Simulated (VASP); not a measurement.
# BP (F-43m) in VASP: further runs

BP is run at these levels: LDA; tasks: single point.

Everything below comes from runs of VASP 6.6.1. Logs are shortened: lines on timing, memory, paths and dates and some standing lists are left out, and cuts for length are marked.

## 1. The cell of the first run

It takes space group F-43m (No. 216, cubic). Conventional cell: a = 4.435 Å, b = 4.435 Å, c = 4.435 Å, α = 90.00°, β = 90.00°, γ = 90.00°. Within 2.5 Å of B (site symmetry -43m) lie 4 P at 1.92 Å. P (site symmetry -43m) has 4 B at 1.92 Å within 2.5 Å.

## 2. Single point, LDA

Input file INCAR:

```
  PREC = Accurate
  ENCUT = 520
  EDIFF = 1E-7
  ISMEAR = 0
  SIGMA = 0.01
  LREAL = F
  LASPH = T
  NELM = 60
  ALGO = Normal
  ISIF = 2
  LWAVE = F
  LCHARG = T
  LELF = T
  LVHAR = T
  NBANDS = 11
```

Input file KPOINTS:

```
regular mesh
0
Gamma
  8 8 8
```

Input file POSCAR:

```
BP
1.0
    2.2176630265      2.2176630265      0.0000000000
   -2.2176630265      2.2176630265      0.0000000000
    0.0000000000      2.2176630265      2.2176630265
B P
1 1
Direct
    0.0000000000      0.0000000000      0.0000000000
    0.7500000000      0.2500000000      0.5000000000
```

Potentials or basis: VASP PAW LDA potentials, release 64 (B, P).

Run with:

```
cat potpaw_LDA.64/B/POTCAR potpaw_LDA.64/P/POTCAR > POTCAR
mpirun -np 1 vasp_std > vasp.out
```

OUTCAR:

```text
PREC = Accurate
   ENCUT = 520
   EDIFF = 1E-7
   ISMEAR = 0
   LREAL = F
   LASPH = T
   NELM = 60
   ISIF = 2

 ion  position               nearest neighbor table
   1  0.000  0.000  0.000-   2 1.92   2 1.92   2 1.92   2 1.92
   2  0.750  0.250  0.500-   1 1.92   1 1.92   1 1.92   1 1.92

  LATTYP: Found a face centered cubic cell.
 ALAT       =     4.4353260530

  Lattice vectors:

 A1 = (   0.0000000000,   2.2176630265,   2.2176630265)
 A2 = (   2.2176630265,   0.0000000000,   2.2176630265)
 A3 = (   2.2176630265,   2.2176630265,   0.0000000000)

Analysis of symmetry for initial positions (statically):
=====================================================================
 Subroutine PRICEL returns:
 Original cell was already a primitive cell.

 Routine SETGRP: Setting up the symmetry group for a
 face centered cubic supercell.

 Subroutine GETGRP returns: Found 24 space group operations
 (whereof 24 operations were pure point group operations)
 out of a pool of 48 trial point group operations.

The static configuration has the point symmetry T_d .

Analysis of symmetry for dynamics (positions and initial velocities):
=====================================================================
 Subroutine PRICEL returns:
 Original cell was already a primitive cell.

 Routine SETGRP: Setting up the symmetry group for a
 face centered cubic supercell.

 Subroutine GETGRP returns: Found 24 space group operations
 (whereof 24 operations were pure point group operations)
 out of a pool of 48 trial point group operations.

The dynamic configuration has the point symmetry T_d .

 Subroutine INISYM returns: Found 24 space group operations
 (whereof 24 operations are pure point group operations),
 and found     1 'primitive' translations

----------------------------------------------------------------------------------------

                                     Primitive cell

  volume of cell :      21.8131

  direct lattice vectors                    reciprocal lattice vectors
     2.217663026  2.217663026  0.000000000     0.225462568  0.225462568 -0.225462568
    -2.217663026  2.217663026  0.000000000    -0.225462568  0.225462568 -0.225462568
     0.000000000  2.217663026  2.217663026     0.000000000  0.000000000  0.450925135

  length of vectors
     3.136249129  3.136249129  3.136249129     0.390512622  0.390512622  0.450925135

  position of ions in fractional coordinates (direct lattice)
     0.000000000  0.000000000  0.000000000
     0.750000000  0.250000000  0.500000000

  ion indices of the primitive-cell ions
   primitive index   ion index
                 1           1
                 2           2

----------------------------------------------------------------------------------------

 KPOINTS: regular mesh

Automatic generation of k-mesh.
 Grid dimensions read from file:
 generate k-points for:    8    8    8

 Generating k-lattice:

  Cartesian coordinates                     Fractional coordinates (reciprocal lattice)
     0.028182821  0.028182821 -0.028182821     0.125000000  0.000000000  0.000000000
    -0.028182821  0.028182821 -0.028182821     0.000000000  0.125000000  0.000000000
     0.000000000  0.000000000  0.056365642     0.000000000  0.000000000  0.125000000

  Length of vectors
     0.048814078  0.048814078  0.056365642

  Shift w.r.t. Gamma in fractional coordinates (k-lattice)
     0.000000000  0.000000000  0.000000000

 Subroutine IBZKPT returns following result:
 ===========================================

 Found     29 irreducible k-points:

 Following reciprocal coordinates:
            Coordinates               Weight
  0.000000  0.000000  0.000000      1.000000
  0.125000  0.000000  0.000000      8.000000
  0.250000  0.000000  0.000000      8.000000
  0.375000  0.000000  0.000000      8.000000
  0.500000  0.000000  0.000000      4.000000
  0.125000  0.125000  0.000000     12.000000
[... 16 lines left out ...]
  0.375000  0.250000  0.125000     48.000000
  0.500000  0.250000  0.125000     24.000000
 [... further k-points ...]
   k-points           NKPTS =     29   k-points in BZ     NKDIM =     29   number of bands    NBANDS=     11
   number of dos      NEDOS =    301   number of ions     NIONS =      2
   total plane-waves  NPLWV =  13824
   dimension x,y,z NGX =    24 NGY =   24 NGZ =   24
   dimension x,y,z NGXF=    48 NGYF=   48 NGZF=   48
   ions per type =               1   1
   NGX,Y,Z   is equivalent  to a cutoff of  12.72, 12.72, 12.72 a.u.
   NGXF,Y,Z  is equivalent  to a cutoff of  25.44, 25.44, 25.44 a.u.
 SYSTEM =  unknown system
   PREC   = accura    normal or accurate (medium, high low for compatibility)
   ISTART =      0    job   : 0-new  1-cont  2-samecut
   ICHARG =      2    charge: 1-file 2-atom 10-const
   ISPIN  =      1    spin polarized calculation?
   LNONCOLLINEAR =      F non collinear calculations
   LSORBIT =      F    spin-orbit coupling
   LASPH  =      T    aspherical Exc in radial PAW
   ENCUT  =  520.0 eV  38.22 Ry    6.18 a.u.   5.83  5.83  5.83*2*pi/ulx,y,z
   NELM   =     60;   NELMIN=  2; NELMDL= -5     # of ELM steps
   EDIFF  = 0.1E-06   stopping-criterion for ELM
   LREAL  =      F    real-space projection
   EDIFFG = 0.1E-05   stopping-criterion for IOM
   NSW    =      0    number of steps for IOM
   IBRION =     -1    ionic relax: 0-MD 1-quasi-New 2-CG
   NFREE  =      0    steps in history (QN), initial steepest desc. (CG)
   ISIF   =      2    stress and relaxation
   ISYM   =      2    0-nonsym 1-usesym 2-fastsym
   POTIM  = 0.5000    time-step for ionic-motion
   TEBEG  =    0.0;   TEEND  =   0.0 temperature during run
   PSTRESS=    0.0 pullay stress
   NELECT =       8.0000    total number of electrons
   NUPDOWN=      -1.0000    fix difference up-down
   EMIN   =  10.00;   EMAX   =-10.00  energy-range for DOS
   EFERMI =   0.00;   METHOD = LEGACY
   ISMEAR =     0;   SIGMA  =   0.01  broadening in eV -4-tet -1-fermi 0-gaus
   EFERMI_NEDOS =   21; number of points for ismear=-14 and -15
   IALGO  =     38    algorithm
   IMIX   =      4    mixing-type and parameters
     AMIX     =   0.40;   BMIX     =  1.00
     AMIX_MAG =   1.60;   BMIX_MAG =  1.00
  volume/ion in A,a.u.               =      10.91        73.60
  Fermi-wavevector in a.u.,A,eV,Ry     =   1.171834  2.214444 18.683438  1.373194
  Thomas-Fermi vector in A             =   2.308271
   LORBIT       =      0    0 simple, 1 ext, 2 COOP (PROOUT), +10 PAW based schemes
   GGA     = CA    functional components
   LHFCALC =     F    Hartree Fock is set to
   AEXX    =    0.0000 exact exchange contribution
   IVDW    =     0    specifies the selected vdW correction
   LEPSILON=     F    determine dielectric tensor
   LRPA    =     F    only Hartree local field effects (RPA)
 non-spin polarized calculation
 Gauss-broadening in eV      SIGMA  =   0.01
  energy-cutoff  :      520.00
  volume of cell :       21.81
 maximum number of plane-waves:       609
   NGX = 11   NGY = 11   NGZ = 11

 number of electron       8.0000000 magnetization

 Free energy of the ion-electron system (eV)
  ---------------------------------------------------
  ext. energy  EPLUGINS =         0.00000000
  ---------------------------------------------------
  free energy    TOTEN  =       -14.38010144 eV

  energy without entropy =      -14.38010144  energy(sigma->0) =      -14.38010144

 E-fermi :   8.3579     XC(G=0): -11.3733

 val. band max:        8.2446869361   @ k =   0.0000   0.0000   0.0000
 cond. band min:       9.3906420801   @ k =  -0.3750   0.3750   0.0000
 fundamental gap:      1.1459551441
 Fermi energy:         8.3579206920

 k-point     1 :       0.0000    0.0000    0.0000
  band No.  band energies     occupation
      1      -7.7629      2.00000
      2       8.2447      2.00000
      3       8.2447      2.00000
      4       8.2447      2.00000
      5      11.7386      0.00000
      6      11.7386      0.00000
      7      11.7386      0.00000
      8      16.6821      0.00000
      9      20.0027      0.00000
     10      20.6329      0.00000
     11      20.6329      0.00000

 k-point     2 :       0.1250    0.0000    0.0000
  band No.  band energies     occupation
      1      -7.4661      2.00000
      2       6.3316      2.00000
      3       7.7944      2.00000
      4       7.7944      2.00000
      5      12.3588      0.00000
      6      12.3613      0.00000
      7      12.3613      0.00000
      8      17.3220      0.00000
      9      19.6264      0.00000
     10      19.6264      0.00000
     11      20.8855      0.00000

 k-point     3 :       0.2500    0.0000    0.0000
  band No.  band energies     occupation
      1      -6.5925      2.00000
      2       3.2142      2.00000
      3       7.0768      2.00000
      4       7.0768      2.00000
      5      12.5693      0.00000
      6      13.1304      0.00000
      7      13.1304      0.00000
      8      18.3474      0.00000
      9      19.3594      0.00000
     10      19.3594      0.00000
     11      21.6970      0.00000

 k-point     4 :       0.3750    0.0000    0.0000
  band No.  band energies     occupation
      1      -5.2383      2.00000
      2       0.3385      2.00000
      3       6.5840      2.00000
      4       6.5840      2.00000
      5      12.4952      0.00000
      6      13.1143      0.00000
      7      13.1143      0.00000
      8      18.5274      0.00000
      9      21.1563      0.00000
     10      21.1563      0.00000
     11      22.6087      0.00000

 k-point     5 :       0.5000    0.0000    0.0000
  band No.  band energies     occupation
      1      -4.1633      2.00000
      2      -1.2629      2.00000
      3       6.4162      2.00000
      4       6.4162      2.00000
      5      12.4502      0.00000
      6      12.9746      0.00000
      7      12.9746      0.00000
      8      18.4139      0.00000
      9      23.2787      0.00000
     10      23.2787      0.00000
     11      23.4898      0.00000
[... 211 lines left out ...]
 k-point    21 :       0.5000    0.5000    0.0000
  band No.  band energies     occupation
      1      -2.5686      2.00000
      2      -0.5943      2.00000
      3       3.8925      2.00000
      4       3.8925      2.00000
      5       9.4172      0.00000
      6       9.7450      0.00000
      7      20.8946      0.00000
      8      20.8946      0.00000
      9      24.0743      0.00000
     10      25.4813      0.00000
     11      26.8771      0.00000

 k-point    22 :       0.2500    0.2500    0.1250
  band No.  band energies     occupation
      1      -5.8259      2.00000
      2       3.2245      2.00000
      3       4.2134      2.00000
      4       6.1817      2.00000
      5      11.7300      0.00000
      6      14.2760      0.00000
      7      14.7613      0.00000
      8      16.0760      0.00000
      9      20.2657      0.00000
     10      22.5365      0.00000
     11      24.5617      0.00000

 k-point    23 :       0.3750    0.2500    0.1250
  band No.  band energies     occupation
      1      -4.5027      2.00000
      2       0.8906      2.00000
      3       3.5891      2.00000
      4       5.3375      2.00000
      5      12.3301      0.00000
      6      13.8896      0.00000
      7      15.8370      0.00000
      8      16.9032      0.00000
      9      21.0479      0.00000
     10      22.0483      0.00000
     11      25.8284      0.00000

 k-point    24 :       0.5000    0.2500    0.1250
  band No.  band energies     occupation
      1      -3.4656      2.00000
      2      -0.6016      2.00000
      3       3.5343      2.00000
      4       4.9280      2.00000
      5      12.3683      0.00000
      6      13.6639      0.00000
      7      16.9498      0.00000
      8      18.3665      0.00000
      9      18.9478      0.00000
     10      23.0628      0.00000
     11      25.4862      0.00000

 [... further k-points ...]
[... 5 lines left out ...]
  --------------------------------------------------------------------------------------
  -------------------------------------------------------------------------------------
  Total        0.9339745      0.9339745      0.9339745      0.0000000      0.0000000     -0.0000000
  in kB       68.6007592     68.6007592     68.6007592      0.0000000      0.0000000     -0.0000000
  external PRESSURE =      68.6007592 kB  Pullay stress =       0.0000000 kB

 VOLUME and BASIS-vectors are now :
 -----------------------------------------------------------------------------
  energy-cutoff  :      520.00
  volume of cell :       21.81
      direct lattice vectors                 reciprocal lattice vectors
     2.217663026  2.217663026  0.000000000     0.225462568  0.225462568 -0.225462568
    -2.217663026  2.217663026  0.000000000    -0.225462568  0.225462568 -0.225462568
     0.000000000  2.217663026  2.217663026     0.000000000  0.000000000  0.450925135

 POSITION                                       TOTAL-FORCE (eV/Angst)
 -----------------------------------------------------------------------------------
      0.00000      0.00000      0.00000         0.000000      0.000000      0.000000
      1.10883      3.32649      1.10883        -0.000000     -0.000000      0.000000
 -----------------------------------------------------------------------------------
    total drift:                                0.000000      0.000000     -0.000000

  FREE ENERGIE OF THE ION-ELECTRON SYSTEM (eV)
  ---------------------------------------------------
  free  energy   TOTEN  =       -14.3801014422 eV

  energy  without entropy=      -14.3801014422  energy(sigma->0) =      -14.38010144
```

Wall time 4.2 s (1 thread of Intel Xeon Platinum 8259CL at 2.50GHz (Skylake/Cascade Lake), shared host); peak memory 0.12 GiB.

Results:

```yaml
Free_energy: -14.3801 eV
Pressure: 6.9 GPa
Band_gap_on_the_k_mesh: 1.15 eV, indirect (least direct gap 3.49 eV)
```

A k mesh can miss the band edges. As with any semilocal functional, this LDA gap is likely too small.

[end of part 1 of 2]
